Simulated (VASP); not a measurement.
A run of VASP 6.6.1:

INCAR

```
  PREC = Accurate
  ENCUT = 520
  EDIFF = 1E-6
  ISMEAR = 0
  SIGMA = 0.02
  LREAL = Auto
  LASPH = T
  NELM = 80
  ALGO = Normal
  ISIF = 2
  LWAVE = F
  LCHARG = F
  GGA = PS
  NBANDS = 52
  NELECT = 74.0
```

KPOINTS

```
Automatic mesh
0
Gamma
  2 2 2
```

File POSCAR:

```
CuSi16
1.0
    0.0000000000      5.4300000000      5.4300000000
    5.4300000000      0.0000000000      5.4300000000
    5.4300000000      5.4300000000      0.0000000000
Si Cu
16 1
Direct
   -0.0084499727     -0.0038991190      0.0160020550
    0.1241130015      0.1342839745      0.1176320777
   -0.0062549371      0.0068977919      0.5058007704
    0.1221380913      0.1181184349      0.6413004121
    0.0141953822      0.5134752622     -0.0418613776
    0.1241324244      0.6237518768      0.1171826005
   -0.0063798067      0.4933191497      0.5056459674
    0.1375642427      0.6380780924      0.5856364608
    0.4965203867     -0.0036174119      0.0161279673
    0.6196774617      0.1190789556      0.1420369056
    0.4951593974     -0.0053699539      0.5155574187
    0.6183351489      0.1185632546      0.6414450048
    0.4965219644      0.4909179614      0.0159775880
    0.6346054885      0.6240703576      0.1170591852
    0.5062964441      0.4939173474      0.5057387810
    0.6182874273      0.6215752605      0.6412610134
    0.8892595554      0.3908373653      0.3286336698
```

Potentials or basis: VASP PAW PBE potentials, release 64 (Si, Cu).

Run with:

```bash
$ cat potpaw_PBE.64/Si/POTCAR potpaw_PBE.64/Cu/POTCAR > POTCAR
$ mpirun -np 1 vasp_std > vasp.out
```

Hardware: 1 thread of Intel(R) Xeon(R) 6975P-C (Granite Rapids) (shared host).

Question: How long does it take, and how much memory?

Answer: It took 2.8 min on 1 thread of Intel(R) Xeon(R) 6975P-C (Granite Rapids), with other jobs on the host, peak memory 0.49 GiB. Counts: scf iterations 20, k points 8.
